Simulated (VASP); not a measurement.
Runs of VASP 6.6.1 on Al. The structure is that of space group Fm-3m (No. 225), or close to it. The cells are those of the table. 

| cell | gap on the mesh (eV) | pressure (GPa) |
| --- | --- | --- |
| a = 2.920 Å, angles 60.0°, 1 atom | none | (a) |
| a = 2.892 Å, angles 60.0°, 1 atom | none | -2.6 |
| a = 2.835 Å, angles 60.0°, 1 atom | none | 2.0 |
| a = 2.805 Å, angles 60.0°, 1 atom | none | 4.9 |

Alike in all rows: task single point; level PBE; potentials or basis VASP PAW PBE potentials, release 64 (Al); no spin polarisation; k mesh 21 × 21 × 21; cutoff (eV) 500; smearing gaussian 0.05 eV.

Task: Estimate the missing entries.

Result: (a) -4.4.

Caveats: the cell stands under tension (at least some runs); the cell stands under pressure (at least some runs).

A gap of «none» marks levels without a gap at the run's occupations.
